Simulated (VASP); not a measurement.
# CoH4 (P4mm) in VASP: relaxation of cell and atoms with PBE

Aim: the relaxation of cell and atoms of CoH4 with PBE.

Program: VASP 6.6.1. These are calculated values, not measurements. Logs are shortened: lines on timing, memory, paths and dates and some standing lists are left out, and cuts for length are marked.

## Step 1: The cell of the first run

Symmetry: P4mm, No. 99, tetragonal system. The conventional cell has a = 3.472 Å, b = 3.472 Å, c = 4.016 Å, α = 90.00°, β = 90.00°, γ = 90.00°. Co (site symmetry 4mm) has 8 H at 2.14 to 2.89 Å within 2.9 Å. Within 1.8 Å of H (site symmetry m) lie 2 H at 1.37 Å.

The cell was generated, and may not be a known phase.

## Step 2: Relaxation of cell and atoms, PBE, collinear spin, ferromagnetic start

Input file INCAR:

```
  ALGO = Normal
  EDIFF = 1E-7
  EDIFFG = -0.08
  ENCUT = 600
  GGA = PE
  IBRION = 2
  ISIF = 3
  ISMEAR = 0
  ISPIN = 2
  LASPH = T
  LCHARG = F
  LMAXMIX = 4
  LORBIT = 11
  LREAL = F
  LWAVE = F
  MAGMOM = 3 0 0 0 0
  NELM = 150
  NSW = 36
  PREC = Accurate
  SIGMA = 0.15
```

Input file KPOINTS:

```
k-points
0
Gamma
  4 4 3
```

Input file POSCAR:

```
CoH4
1.0
    3.4720601700      0.0000000000      0.0000000000
    0.0000000000      3.4720601700      0.0000000000
    0.0000000000      0.0000000000      4.0159769600
Co H
1 4
Direct
    0.5000000000      0.5000000000      0.8562030300
    0.8030497600      0.8030497600      0.4740103200
    0.1969502400      0.1969502400      0.4740103200
    0.1969502400      0.8030497600      0.4740103200
    0.8030497600      0.1969502400      0.4740103200
```

Potentials or basis: VASP PAW PBE potentials, release 64 (Co, H).

On the command line:

```
cat potpaw_PBE.64/Co/POTCAR potpaw_PBE.64/H/POTCAR > POTCAR
mpirun -np 1 vasp_std > vasp.out
```

OUTCAR:

```text
EDIFF = 1E-7
   EDIFFG = -0.08
   ENCUT = 600
   GGA = PE
   IBRION = 2
   ISIF = 3
   ISMEAR = 0
   ISPIN = 2
   LASPH = T
   LORBIT = 11
   LREAL = F
   NELM = 150
   NSW = 36
   PREC = Accurate

 ion  position               nearest neighbor table
   1  0.500  0.500  0.856-
   2  0.803  0.803  0.474-
   3  0.197  0.197  0.474-
   4  0.197  0.803  0.474-
   5  0.803  0.197  0.474-

  LATTYP: Found a simple tetragonal cell.
 ALAT       =     3.4720601700
 C/A-ratio  =     1.1566553468

  Lattice vectors:

 A1 = (   3.4720601700,   0.0000000000,   0.0000000000)
 A2 = (   0.0000000000,   3.4720601700,   0.0000000000)
 A3 = (   0.0000000000,   0.0000000000,   4.0159769600)

Analysis of symmetry for initial positions (statically):
=====================================================================
 Subroutine PRICEL returns:
 Original cell was already a primitive cell.

 Routine SETGRP: Setting up the symmetry group for a
 simple tetragonal supercell.

 Subroutine GETGRP returns: Found  8 space group operations
 (whereof  8 operations were pure point group operations)
 out of a pool of 16 trial point group operations.

The static configuration has the point symmetry C_4v.

Analysis of symmetry for dynamics (positions and initial velocities):
=====================================================================
 Subroutine PRICEL returns:
 Original cell was already a primitive cell.

 Routine SETGRP: Setting up the symmetry group for a
 simple tetragonal supercell.

 Subroutine GETGRP returns: Found  8 space group operations
 (whereof  8 operations were pure point group operations)
 out of a pool of 16 trial point group operations.

The dynamic configuration has the point symmetry C_4v.

Analysis of structural, dynamic, and magnetic symmetry:
=====================================================================
 Subroutine PRICEL returns:
 Original cell was already a primitive cell.

 Routine SETGRP: Setting up the symmetry group for a
 simple tetragonal supercell.

 Subroutine GETGRP returns: Found  8 space group operations
 (whereof  8 operations were pure point group operations)
[... 107 lines left out ...]
   NUPDOWN=      -1.0000    fix difference up-down
   EMIN   =  10.00;   EMAX   =-10.00  energy-range for DOS
   EFERMI =   0.00;   METHOD = LEGACY
   ISMEAR =     0;   SIGMA  =   0.15  broadening in eV -4-tet -1-fermi 0-gaus
   EFERMI_NEDOS =   21; number of points for ismear=-14 and -15
   IALGO  =     38    algorithm
   IMIX   =      4    mixing-type and parameters
     AMIX     =   0.40;   BMIX     =  1.00
     AMIX_MAG =   1.60;   BMIX_MAG =  1.00
  volume/ion in A,a.u.               =       9.68        65.34
  Fermi-wavevector in a.u.,A,eV,Ry     =   1.056171  1.995873 15.177247  1.115496
  Thomas-Fermi vector in A             =   2.191396
   LORBIT       =     11    0 simple, 1 ext, 2 COOP (PROOUT), +10 PAW based schemes
   GGA     = PE    functional components
   LHFCALC =     F    Hartree Fock is set to
   AEXX    =    0.0000 exact exchange contribution
   IVDW    =     0    specifies the selected vdW correction
   LEPSILON=     F    determine dielectric tensor
   LRPA    =     F    only Hartree local field effects (RPA)
 conjugate gradient relaxation of ions
 spin polarized calculation
 Gauss-broadening in eV      SIGMA  =   0.15
  energy-cutoff  :      600.00
  volume of cell :       48.41
 maximum number of plane-waves:      1633
 NGX is ok and might be reduce to    28
   NGX = 13   NGY = 13   NGZ = 17

--------------------------------------- Ionic step        1  -------------------------------------------

 number of electron      12.9999993 magnetization       1.9164123

 Free energy of the ion-electron system (eV)
  ---------------------------------------------------
  ext. energy  EPLUGINS =         0.00000000
  ---------------------------------------------------
  free energy    TOTEN  =       -13.92266578 eV

  energy without entropy =      -13.88508497  energy(sigma->0) =      -13.90387538

------------------------ aborting loop because EDIFF is reached ----------------------------------------

  FORCE on cell =-STRESS in cart. coord.  units (eV):
  Direction    XX          YY          ZZ          XY          YZ          ZX
  --------------------------------------------------------------------------------------
  -------------------------------------------------------------------------------------
  Total       -4.3600188     -4.3600188     -6.5193787      0.0000000      0.0000000      0.0000000
  in kB     -144.2890060   -144.2890060   -215.7501431      0.0000000      0.0000000      0.0000000
  external PRESSURE =    -168.1093850 kB  Pullay stress =       0.0000000 kB
[... 1207 lines left out ...]
 k-point    12 :       0.5000    0.5000    0.3333
  band No.  band energies     occupation
      1      -3.5280      1.00000
      2      -3.5280      1.00000
      3      -2.9868      1.00000
      4      -0.3380      1.00000
      5       2.0491      1.00000
      6       2.0886      1.00000
      7       5.2236      0.00000
      8       5.2236      0.00000
      9       6.3631      0.00000
     10      15.1800      0.00000
     11      15.2949      0.00000
     12      15.2949      0.00000

[... ionic steps 4 to 30 ...]

--------------------------------------- Ionic step       31  -------------------------------------------

 number of electron      13.0000021 magnetization       0.0000854

 number of electron      13.0000021 magnetization      -0.0000009
[... 451 lines left out ...]
 number of electron      13.0000006 magnetization       0.0003405

 number of electron      13.0000006 magnetization      -0.0000292

 Free energy of the ion-electron system (eV)
  ---------------------------------------------------
  ext. energy  EPLUGINS =         0.00000000
  ---------------------------------------------------
  free energy    TOTEN  =       -19.32682401 eV

  energy without entropy =      -19.28162105  energy(sigma->0) =      -19.30422253

 E-fermi :  -0.1952     XC(G=0):  -7.8032

 val. band max:       -0.2653811712   @ k =   0.5000   0.0000   0.0000
 cond. band min:       1.8484922239   @ k =   0.5000   0.0000   0.3333
 fundamental gap:      2.1138733951
 Fermi energy:        -0.1951683341
[... 395 lines left out ...]
  FREE ENERGIE OF THE ION-ELECTRON SYSTEM (eV)
  ---------------------------------------------------
  free  energy   TOTEN  =       -19.3268240080 eV

  energy  without entropy=      -19.2816210467  energy(sigma->0) =      -19.30422253

 reached required accuracy - stopping structural energy minimisation

 total charge

# of ion       s       p       d       tot
------------------------------------------
    1        0.511   0.733   7.561   8.805
    2        0.503   0.021   0.000   0.524
    3        0.503   0.021   0.000   0.524
    4        0.503   0.021   0.000   0.524
    5        0.503   0.021   0.000   0.524
--------------------------------------------------
tot          2.523   0.817   7.561  10.901

 magnetization (x)

# of ion       s       p       d       tot
------------------------------------------
    1        0.000   0.000  -0.000  -0.000
    2       -0.000  -0.000   0.000  -0.000
    3       -0.000  -0.000   0.000  -0.000
    4       -0.000  -0.000   0.000  -0.000
    5       -0.000  -0.000   0.000  -0.000
--------------------------------------------------
tot         -0.000   0.000  -0.000  -0.000
```

OSZICAR:

```text
N       E                     dE             d eps       ncg     rms          rms(c)
DAV:   1     0.429776385544E+02    0.42978E+02   -0.61651E+03   576   0.115E+03
[... 447 lines left out ...]
DAV:  11    -0.193265770097E+02    0.26250E-03   -0.10047E-02   576   0.171E+00    0.845E-01
DAV:  12    -0.193268543740E+02   -0.27736E-03   -0.32088E-03   576   0.986E-01    0.253E-01
DAV:  13    -0.193268207862E+02    0.33588E-04   -0.43929E-04   576   0.345E-01    0.307E-02
DAV:  14    -0.193268191132E+02    0.16730E-05   -0.47828E-05   628   0.988E-02    0.352E-02
DAV:  15    -0.193268238623E+02   -0.47491E-05   -0.13199E-05   584   0.572E-02    0.569E-03
DAV:  16    -0.193268240986E+02   -0.23633E-06   -0.63972E-07   612   0.110E-02    0.182E-03
DAV:  17    -0.193268240080E+02    0.90587E-07   -0.28022E-07   584   0.853E-03
  33 F= -.19326824E+02 E0= -.19304223E+02  d E =-.838005E-02  mag=    -0.0000
```

It took 21 min on 1 thread of Intel Xeon 8259CL, shared host; peak memory 0.2 GiB.

What came out:

| Property | Result |
| --- | --- |
| Free energy | -19.3268 eV |
| Relaxed volume | 9.22 Å³/atom |
| Relaxed cell | a = 4.499 Å, b = 4.499 Å, c = 2.279 Å, α = 90.00°, β = 90.00°, γ = 90.00° |
| Space group after relaxing (to 0.1 Å) | P4/mmm (No. 123) |
| Energy gained by relaxing | 1080.8 meV/atom |
| Ionic steps | 33 |
| Pressure after relaxing | -0.2 GPa |
| Largest force after relaxing | 0.040 eV/Å |
| Net moment | 0.00 μB per cell |
| Valence electrons inside the program's atomic spheres | Co 8.80; H 0.52 |

Forces in eV/Å, atoms in the order of the input:
```
Co   0.000  0.000  0.040
H    0.015  0.015 -0.010
H   -0.015 -0.015 -0.010
H   -0.015  0.015 -0.010
H    0.015 -0.015 -0.010
```

Stress tensor (GPa, compression positive):
```
 0.30  0.00  0.00
 0.00  0.30  0.00
 0.00  0.00 -1.19
```

Step by step:
```
step  energy change (eV)  largest force (eV/Å)  pressure (GPa)  volume (Å³)
   1              0.0000                2.1278          -16.81        48.41
   2             -1.0876                2.6181          -17.21        41.63
   3             -2.4442                3.0429           27.31        25.06
   4             -2.4393                2.3155          -10.53        32.19
   5             -2.7443                1.2173           -0.08        29.00
   6             -2.7642                1.1225            4.49        28.06
   7             -2.9764                3.8230           22.85        26.42
   8             -3.0204                2.3211           16.55        26.87
   9             -3.3835                2.2637           11.77        27.39
  10             -4.0121                3.2214           11.10        28.51
  11             -2.1502                6.9685           89.08        28.40
  12             -3.7802                6.5737           25.59        28.75
  13             -3.6519                8.2641           46.76        28.87
  14             -3.7683                7.6373           45.78        29.16
  15             -3.9959                5.9696           44.73        30.04
  16             -3.9046                3.0924           50.34        31.67
  17             -4.0254                4.6383           46.69        30.87
  18             -4.2286                4.1337           41.77        31.15
  19             -4.7050                2.8338           28.71        31.99
  20             -5.1664                1.0749            8.93        33.69
  21             -5.2058                0.6924            3.76        34.28
  22             -5.2079                0.5967            2.33        34.45
  23             -5.2137                0.5746            2.42        34.50
  24             -5.2299                0.5050            2.69        34.64
  25             -5.2568                0.3500            3.37        34.91
  26             -5.2849                0.0399            5.30        35.46
  27             -5.3028                0.1083            3.65        36.13
  28             -5.3243                0.2398           -0.18        37.94
  29             -5.3368                0.2266           -0.09        38.45
  30             -5.3669                0.1818            0.30        40.01
  31             -5.3953                0.1215            1.46        43.22
  32             -5.3958                0.1771            1.79        44.03
  33             -5.4042                0.0397           -0.20        46.11
```

Final structure:
```
Co H
1.0
     4.49863    0.00000    0.00000
     0.00000    4.49863    0.00000
     0.00000    0.00000    2.27855
Co H
1 4
Direct
  0.50000 0.50000 0.94854
  0.68292 0.68292 0.45093
  0.31708 0.31708 0.45093
  0.31708 0.68292 0.45093
  0.68292 0.31708 0.45093
```

Levels at points of the mesh, in eV from the Fermi level:
Spin up:
```
           k point  band 4  band 5  band 6  band 7  band 8  band 9  band 10  band 11
(0.00, 0.00, 0.00)   -2.75   -2.67   -1.13   -0.07   -0.07    5.64     6.02     6.88
(0.50, 0.00, 0.00)   -2.92   -2.42   -0.91   -0.07   -0.07    4.91     7.41     7.46
(0.50, 0.50, 0.00)   -3.31   -2.14   -0.78   -0.07   -0.07    3.14    10.40    10.40
```
Spin down:
| k point | band 4 | band 5 | band 6 | band 7 | band 8 | band 9 | band 10 | band 11 |
| --- | --- | --- | --- | --- | --- | --- | --- | --- |
| (0.00, 0.00, 0.00) | -2.75 | -2.67 | -1.13 | -0.07 | -0.07 | 5.64 | 6.02 | 6.88 |
| (0.50, 0.00, 0.00) | -2.92 | -2.42 | -0.91 | -0.07 | -0.07 | 4.91 | 7.41 | 7.46 |
| (0.50, 0.50, 0.00) | -3.31 | -2.14 | -0.78 | -0.07 | -0.07 | 3.14 | 10.40 | 10.40 |

Caveat: the k points lie up to 0.92 Å⁻¹ apart in the final cell, too coarse for converged energies, forces and pressures; the moments typed at the start vanished in this run; a cell axis changed by over 15 % at a fixed basis, so the end point is rough; the relaxation stopped at a loose force limit of 0.08 eV/Å, so its end isn't a converged minimum.
